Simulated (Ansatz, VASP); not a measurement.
**Two plane-wave programs on Nb**

```
Nb
1.0
    -1.65020    1.65020    1.65020
     1.65020   -1.65020    1.65020
     1.65020    1.65020   -1.65020
Nb
1
Cartesian
  0.0000 0.0000 0.0000
```

Alike in both runs: task relaxation of cell and atoms; functional r2SCAN; k mesh 16 × 16 × 16; occupations fermi-dirac, width 0.05 eV; no spin polarisation.

|  | VASP | Ansatz |
| --- | --- | --- |
| version | VASP 6.6.1 | Ansatz 0.2.0 |
| potentials or method | VASP PAW PBE potentials, release 64 (Nb_sv), cutoff 600 eV | plane-wave PAW DFT |
| valence electrons in the cell | 13 | 13 |

Ansatz gave:

- relaxed volume (Å³/atom): 18.00
- relaxed length of the cell vector where the two differ most in proportion (Å): 2.860

Problem. What did VASP give for the same quantities?

Solution. Relaxed volume (Å³/atom): 17.98; relaxed length of the cell vector where the two differ most in proportion (Å): 2.858.

VASP's potentials were made for PBE, not for r2SCAN.

Noted on VASP's run: the relaxation stopped at its first step, so nothing moved.
